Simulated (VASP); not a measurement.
A run of VASP 6.6.1 is set up as follows.

File INCAR:

```
SYSTEM = Sc4SiN
  PREC = Accurate
  ENCUT = 520
  EDIFF = 1E-7
  ISMEAR = 0
  SIGMA = 0.1
  LREAL = .False.
  LASPH = .True.
  NELM = 100
  ALGO = Normal
  ISIF = 2
  LWAVE = .False.
  LCHARG = .False.
  GGA = PE
  NBANDS = 36
```

KPOINTS

```
regular mesh
0
Gamma
  12 12 4
  0 0 0
```

File POSCAR:

```
Sc4SiN
1.0
    2.9498580788      0.0000000000      0.0000000000
    0.0000000000      2.9498580788      0.0000000000
    0.0000000000      0.0000000000     11.8143184642
Sc Si N
4 1 1
Direct
    0.5000000000      0.5000000000      0.1087533023
    0.0000000000      0.0000000000      0.6589543881
    0.0000000000      0.0000000000      0.3410456119
    0.5000000000      0.5000000000      0.8912466977
    0.5000000000      0.5000000000      0.5000000000
    0.0000000000      0.0000000000      0.0000000000
```

Potentials or basis: VASP PAW PBE potentials, release 64 (Sc_sv, Si, N).

Command:

```console
$ cat potpaw_PBE.64/Sc_sv/POTCAR potpaw_PBE.64/Si/POTCAR potpaw_PBE.64/N/POTCAR > POTCAR
$ mpirun -np 1 vasp_std > vasp.out
```

(1) Estimate the largest force.

(2) Predict the pressure.

## Answers

(1) 0.055 eV/Å.

(2) 0.3 GPa.
